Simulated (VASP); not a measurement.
SnW:

```
CELL_PARAMETERS angstrom
2.12092 -5.33903 0.00000
2.12092 5.33903 0.00000
0.00000 0.00000 4.00672
ATOMIC_POSITIONS crystal
Sn 0.85900 0.14100 0.75000
Sn 0.14100 0.85900 0.25000
W 0.57400 0.42600 0.75000
W 0.42600 0.57400 0.25000
```

* Program: VASP 6.6.1
* Task: relaxation of cell and atoms
* Functional: PBE
* Potentials or basis: VASP PAW PBE potentials, release 64 (Sn_d, W_sv)
* Cutoff: 600 eV
* k mesh: 4 × 4 × 4
* Occupations: gaussian, width 0.1 eV
* Spin: no spin polarisation

At the start: pressure -6.9 GPa; volume 22.69 Å³/atom.

How do energy, volume and symmetry change on relaxing?

Over 19 steps the energy falls by 194.9 meV/atom and the volume is 20.05 Å³/atom (-11.6 %); space group Cmcm (No. 63, to 0.1 Å) before and after.

Step by step:
```tsv
step	energy change (eV)	largest force (eV/Å)	pressure (GPa)	volume (Å³)
1	0.0000	0.0808	-6.87	90.74
2	0.0624	1.7088	13.25	78.54
3	-0.1471	0.7632	0.88	84.86
4	-0.2391	0.5504	0.85	82.89
5	-0.2453	1.0035	1.17	81.97
6	-0.4002	1.1323	-0.20	81.92
7	-0.6292	1.0948	-1.83	81.46
8	-0.6344	0.9594	-1.94	81.27
9	-0.6352	1.0241	-1.92	81.36
10	-0.6374	0.9637	4.28	78.49
11	-0.6804	0.5503	0.95	79.91
12	-0.7375	0.4687	-0.05	80.52
13	-0.7435	0.4372	-0.33	80.77
14	-0.7639	0.2427	0.08	80.46
15	-0.7696	0.0656	0.56	80.17
16	-0.7735	0.2158	-1.25	80.92
17	-0.7740	0.1786	-0.81	80.73
18	-0.7793	0.0267	-0.35	80.37
19	-0.7798	0.0354	-0.15	80.22
```

Final structure:
```
CELL_PARAMETERS angstrom
1.72620 -5.22933 0.00000
1.72620 5.22933 0.00000
0.00000 0.00000 4.44336
ATOMIC_POSITIONS crystal
Sn 0.84316 0.15684 0.75000
Sn 0.15684 0.84316 0.25000
W 0.56673 0.43327 0.75000
W 0.43327 0.56673 0.25000
```

Caveat: the k points lie up to 0.48 Å⁻¹ apart in the final cell, too coarse for converged energies and pressures of a metal.
